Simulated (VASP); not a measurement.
# Ru (P6_3/mmc) in VASP: a series of runs, part 2 of 2

VASP 6.6.1. Earlier steps stand in the parts before.

## Step 3: Single point, PBEsol (volume 12.682 Å^3 an atom, c/a of the conventional cell 1.5311)

INCAR

```
SYSTEM = Ru
PREC     = Accurate       ! precision mode
ENCUT    = 520            ! plane-wave cutoff, eV
EDIFF    = 1E-6           ! SCF threshold, eV
ISMEAR   = 0              ! smearing method
SIGMA    = 0.15           ! smearing width, eV
LREAL    = .FALSE.        ! projectors in reciprocal space
LASPH    = .TRUE.         ! aspherical terms in the spheres
NELM     = 60             ! most SCF steps
ALGO     = Fast           ! electronic algorithm
ISIF     = 2              ! what is computed and relaxed
LWAVE    = .FALSE.        ! write WAVECAR
LCHARG   = .FALSE.        ! write CHGCAR
GGA      = PS             ! functional
NBANDS   = 21             ! bands
```

KPOINTS

```
regular mesh
0
G
  21 21 12
  0 0 0
```

POSCAR

```
Ru
1.0
    2.6744091664      0.0000000000      0.0000000000
   -1.3372045832      2.3161062782      0.0000000000
    0.0000000000      0.0000000000      4.0947878747
Ru
2
Direct
    0.3333333333      0.6666666667      0.2500000000
    0.6666666667      0.3333333333      0.7500000000
```

Potentials or basis: VASP PAW PBE potentials, release 64 (Ru_pv).

Run with:

```
$ cat potpaw_PBE.64/Ru_pv/POTCAR > POTCAR
$ mpirun -np 1 vasp_std > vasp.out
```

OUTCAR:

```text
SYSTEM = Ru
   PREC = Accurate
   ENCUT = 520
   EDIFF = 1E-6
   ISMEAR = 0
   LREAL = .FALSE.
   LASPH = .TRUE.
   NELM = 60
   ISIF = 2
   GGA = PS

 ion  position               nearest neighbor table
   1  0.333  0.667  0.250-   2 2.56   2 2.56   2 2.56   2 2.56   2 2.56   2 2.56
   2  0.667  0.333  0.750-   1 2.56   1 2.56   1 2.56   1 2.56   1 2.56   1 2.56

  LATTYP: Found a hexagonal cell.
 ALAT       =     2.6744091664
 C/A-ratio  =     1.5311000000

  Lattice vectors:

 A1 = (   2.6744091664,   0.0000000000,   0.0000000000)
 A2 = (  -1.3372045832,   2.3161062782,   0.0000000000)
 A3 = (   0.0000000000,   0.0000000000,   4.0947878747)

Analysis of symmetry for initial positions (statically):
=====================================================================
 Subroutine PRICEL returns:
 Original cell was already a primitive cell.

 Routine SETGRP: Setting up the symmetry group for a
 hexagonal supercell.

 Subroutine GETGRP returns: Found 24 space group operations
 (whereof 12 operations were pure point group operations)
 out of a pool of 24 trial point group operations.

The static configuration has the point symmetry D_3d.
 The point group associated with its full space group is D_6h.
[... 161 lines left out ...]

  energy without entropy =      -20.22720499  energy(sigma->0) =      -20.23584193

 E-fermi :  14.0091     XC(G=0): -14.7041

 val. band max:       14.0072679627   @ k =   0.2857  -0.0000   0.0000
 cond. band min:      14.0105821330   @ k =   0.2381   0.0476   0.3333
 fundamental gap:      0.0033141703
 Fermi energy:        14.0091121593

 k-point     1 :       0.0000    0.0000    0.0000
  band No.  band energies     occupation
      1     -29.9573      2.00000
      2     -28.7803      2.00000
      3     -28.7803      2.00000
      4     -28.5310      2.00000
      5     -28.5310      2.00000
      6     -28.4265      2.00000
[... 565 lines left out ...]
     20      24.1961      0.00000
     21      25.1989      0.00000

 [... further k-points ...]

------------------------ aborting loop because EDIFF is reached ----------------------------------------

  FORCE on cell =-STRESS in cart. coord.  units (eV):
  Direction    XX          YY          ZZ          XY          YZ          ZX
  --------------------------------------------------------------------------------------
  -------------------------------------------------------------------------------------
  Total        2.2287444      2.2287444      5.1469820      0.0000000      0.0000000      0.0000000
  in kB      140.7839370    140.7839370    325.1213489      0.0000000      0.0000000      0.0000000
  external PRESSURE =     202.2297410 kB  Pullay stress =       0.0000000 kB

 VOLUME and BASIS-vectors are now :
 -----------------------------------------------------------------------------
  energy-cutoff  :      520.00
  volume of cell :       25.36
      direct lattice vectors                 reciprocal lattice vectors
     2.674409166  0.000000000  0.000000000     0.373914363  0.215879558  0.000000000
    -1.337204583  2.316106278  0.000000000     0.000000000  0.431759116  0.000000000
     0.000000000  0.000000000  4.094787875     0.000000000  0.000000000  0.244212895

 POSITION                                       TOTAL-FORCE (eV/Angst)
 -----------------------------------------------------------------------------------
     -0.00000      1.54407      1.02370         0.000000      0.000000      0.000000
      1.33720      0.77204      3.07109        -0.000000      0.000000      0.000000
 -----------------------------------------------------------------------------------
    total drift:                               -0.000000      0.000000     -0.000000

  FREE ENERGIE OF THE ION-ELECTRON SYSTEM (eV)
  ---------------------------------------------------
  free  energy   TOTEN  =       -20.2444788600 eV

  energy  without entropy=      -20.2272049900  energy(sigma->0) =      -20.23584193
```

OSZICAR:

```text
N       E                     dE             d eps       ncg     rms          rms(c)
DAV:   1     0.287578993474E+03    0.28758E+03   -0.17495E+04 14144   0.150E+03
DAV:   2    -0.157082855251E+02   -0.30329E+03   -0.29359E+03 14432   0.450E+02
DAV:   3    -0.217054638719E+02   -0.59972E+01   -0.59613E+01 16692   0.708E+01
DAV:   4    -0.217492176183E+02   -0.43754E-01   -0.43692E-01 17332   0.583E+00
DAV:   5    -0.217497540958E+02   -0.53648E-03   -0.53269E-03 16136   0.584E-01    0.228E+01
RMM:   6    -0.203696286559E+02    0.13801E+01   -0.28344E+00 14625   0.141E+01    0.664E+00
RMM:   7    -0.202540499753E+02    0.11558E+00   -0.45184E-01 15658   0.508E+00    0.117E+00
RMM:   8    -0.202454557970E+02    0.85942E-02   -0.26431E-02 16075   0.157E+00    0.566E-01
RMM:   9    -0.202444462801E+02    0.10095E-02   -0.33849E-03 16285   0.517E-01    0.903E-02
RMM:  10    -0.202444742864E+02   -0.28006E-04   -0.60340E-04 16652   0.228E-01    0.381E-02
RMM:  11    -0.202444786389E+02   -0.43525E-05   -0.10618E-04 17571   0.720E-02    0.134E-02
RMM:  12    -0.202444793037E+02   -0.66471E-06   -0.15741E-05 16908   0.302E-02    0.340E-03
RMM:  13    -0.202444788600E+02    0.44361E-06   -0.13431E-06 11671   0.699E-03
   1 F= -.20244479E+02 E0= -.20235842E+02  d E =-.172739E-01
```

It took 66 s on 1 thread of AMD EPYC 9R45 (Zen 5), shared host; peak memory 0.21 GiB.

Results:

* Free energy: -20.2445 eV
* Pressure: 20.2 GPa
* Band gap on the k mesh: zero (band 14 reaches 15.60 eV, above the bottom of band 15 at 12.11 eV)

Stress tensor (GPa, compression positive):
```
14.08  0.00  0.00
 0.00 14.08  0.00
 0.00  0.00 32.51
```

Caveat: the PAW data sets were made with another functional, which shifts forces and pressure a little.

## Step 4: Single point, PBEsol (volume 12.682 Å^3 an atom, c/a of the conventional cell 1.4828)

INCAR

```
SYSTEM = Ru
PREC     = Accurate       ! precision mode
ENCUT    = 520            ! plane-wave cutoff, eV
EDIFF    = 1E-7           ! SCF threshold, eV
ISMEAR   = 0              ! smearing method
SIGMA    = 0.15           ! smearing width, eV
LREAL    = .False.        ! projectors in reciprocal space
LASPH    = .True.         ! aspherical terms in the spheres
NELM     = 100            ! most SCF steps
ALGO     = Fast           ! electronic algorithm
ISIF     = 2              ! what is computed and relaxed
LWAVE    = .False.        ! write WAVECAR
LCHARG   = .False.        ! write CHGCAR
GGA      = PS             ! functional
NBANDS   = 21             ! bands
```

KPOINTS

```
regular mesh
0
Gamma
  21 21 12
  0 0 0
```

POSCAR

```
Ru
1.0
    2.7031377555      0.0000000000      0.0000000000
   -1.3515688777      2.3409859662      0.0000000000
    0.0000000000      0.0000000000      4.0082126638
Ru
2
Direct
    0.3333333333      0.6666666667      0.2500000000
    0.6666666667      0.3333333333      0.7500000000
```

Run with:

```
$ cat potpaw_PBE.64/Ru_pv/POTCAR > POTCAR
$ mpirun -np 1 vasp_std > vasp.out
```

It took 72 s on 1 thread of AMD EPYC 9R45 (Zen 5), shared host; peak memory 0.21 GiB.

Results (log left out):

```
Free energy            : -20.1524 eV
Pressure               : 22.1 GPa
Band gap on the k mesh : zero (band 14 reaches 15.47 eV, above the bottom of band 15 at 11.97 eV)
```

Stress tensor (GPa, compression positive):
```
10.19  0.00  0.00
 0.00 10.19  0.00
 0.00  0.00 45.99
```

Levels at points of the mesh, in eV from the Fermi level:
```csv
k point,band 11,band 12,band 13,band 14,band 15,band 16,band 17,band 18
"(0.00, 0.00, 0.00)",-2.11,-2.11,-2.07,-2.07,-2.05,1.28,1.28,2.14
"(0.00, 0.00, 0.50)",-3.39,-3.39,-2.58,-2.58,0.70,0.70,0.70,0.70
```

Caveat: the PAW data sets were made with another functional, which shifts forces and pressure a little.

## Step 5: Single point, PBEsol (volume 12.682 Å^3 an atom, c/a of the conventional cell 1.6325)

INCAR

```
ALGO = Fast ; EDIFF = 1E-6
ENCUT = 520 ; GGA = PS
ISIF = 2 ; ISMEAR = 0
LASPH = True ; LCHARG = False
LREAL = False ; LWAVE = False
NBANDS = 21 ; NELM = 60
PREC = Accurate ; SIGMA = 0.15
```

KPOINTS

```
k-points
0
Gamma
  21 21 12
```

POSCAR

```
Ru
1.0
    2.6178492926      0.0000000000      0.0000000000
   -1.3089246463      2.2671239907      0.0000000000
    0.0000000000      0.0000000000      4.2736389701
Ru
2
Direct
    0.3333333333      0.6666666667      0.2500000000
    0.6666666667      0.3333333333      0.7500000000
```

Run with:

```
$ cat potpaw_PBE.64/Ru_pv/POTCAR > POTCAR
$ mpirun -np 1 vasp_std > vasp.out
```

Wall time 63 s (1 thread of AMD EPYC 9R45 (Zen 5), shared host); peak memory 0.22 GiB.

Results (log left out):

* Free energy: -20.2460 eV
* Pressure: 19.2 GPa
* Band gap on the k mesh: zero (band 14 reaches 15.81 eV, above the bottom of band 15 at 12.35 eV)

Stress tensor (GPa, compression positive):
```
25.28  0.00  0.00
 0.00 25.28  0.00
 0.00  0.00  7.04
```

Levels at points of the mesh, in eV from the Fermi level:
```
           k point  band 10  band 11  band 12  band 13  band 14  band 15  band 16  band 17  band 18  band 19
(0.00, 0.00, 0.00)    -2.87    -2.87    -2.18    -2.18    -1.28    -1.28     0.94     1.32     1.32    10.17
(0.00, 0.00, 0.50)    -3.16    -2.97    -2.97    -2.97    -2.97     0.60     0.60     0.60     0.60    10.20
```

Caveat: the PAW data sets were made with another functional, which shifts forces and pressure a little.

## Step 6: Single point, PBEsol (volume 12.895 Å^3 an atom, c/a of the conventional cell 1.6589)

INCAR

```
  PREC = Accurate
  ENCUT = 520
  EDIFF = 1E-6
  ISMEAR = 0
  SIGMA = 0.15
  LREAL = False
  LASPH = True
  NELM = 80
  ALGO = Fast
  ISIF = 2
  LWAVE = False
  LCHARG = False
  GGA = PS
  NBANDS = 21
```

KPOINTS

```
regular mesh
0
Gamma
  21 21 12
```

POSCAR

```
Ru
1.0
    2.6183849804      0.0000000000      0.0000000000
   -1.3091924902      2.2675879099      0.0000000000
    0.0000000000      0.0000000000      4.3436388439
Ru
2
Direct
    0.3333333333      0.6666666667      0.2500000000
    0.6666666667      0.3333333333      0.7500000000
```

Potentials or basis: VASP PAW PBE potentials, release 64 (Ru_pv).

Run with:

```
$ cat potpaw_PBE.64/Ru_pv/POTCAR > POTCAR
$ mpirun -np 1 vasp_std > vasp.out
```

Run time: 63 s. Hardware: 1 thread of AMD EPYC 9R45 (Zen 5), shared host; peak memory 0.22 GiB.

It converged, with:

* Free energy: -20.2500 eV
* Pressure: 12.5 GPa
* Band gap on the k mesh: zero (band 14 reaches 15.52 eV, above the bottom of band 15 at 12.05 eV)

Stress tensor (GPa, compression positive):
```
21.37  0.00  0.00
 0.00 21.37  0.00
 0.00  0.00 -5.17
```

Levels at points of the mesh, in eV from the Fermi level:
```csv
k point,band 11,band 12,band 13,band 14,band 15,band 16,band 17,band 18
"(0.00, 0.00, 0.00)",-2.78,-2.15,-2.15,-1.11,-1.11,0.74,1.30,1.30
"(0.00, 0.00, 0.50)",-2.85,-2.85,-2.85,-2.85,0.59,0.59,0.59,0.59
```

Caveat: the PAW data sets were made with another functional, which shifts forces and pressure a little.

## Step 7: Overview

| cell | further INCAR settings | gap on the mesh (eV) | pressure (GPa) |
| --- | --- | --- | --- |
| a = 2.730, b = 2.730, c = 4.457 Å, angles 90.0, 90.0, 120.0°, 2 atoms | ALGO = Fast; EDIFF = 1e-06; NBANDS = 21 | none | -22.3 |
| a = 2.674, b = 2.674, c = 4.095 Å, angles 90.0, 90.0, 120.0°, 2 atoms | ALGO = Fast; EDIFF = 1e-06; NBANDS = 21 | none | 20.2 |
| a = 2.703, b = 2.703, c = 4.008 Å, angles 90.0, 90.0, 120.0°, 2 atoms | ALGO = Fast; EDIFF = 1e-07; NBANDS = 21 | none | 22.1 |
| a = 2.618, b = 2.618, c = 4.274 Å, angles 90.0, 90.0, 120.0°, 2 atoms | ALGO = Fast; EDIFF = 1e-06; NBANDS = 21 | none | 19.2 |
| a = 2.618, b = 2.618, c = 4.344 Å, angles 90.0, 90.0, 120.0°, 2 atoms | ALGO = Fast; EDIFF = 1e-06; NBANDS = 21 | none | 12.5 |

Alike in all rows: task single point; level PBEsol; potentials or basis VASP PAW PBE potentials, release 64 (Ru_pv); no spin polarisation; k mesh 21 × 21 × 12; cutoff (eV) 520; smearing gaussian 0.15 eV.

Caveats: the PAW data sets were made with another functional, which shifts forces and pressure a little.

Absolute energies hang on the potentials; compare differences alone.
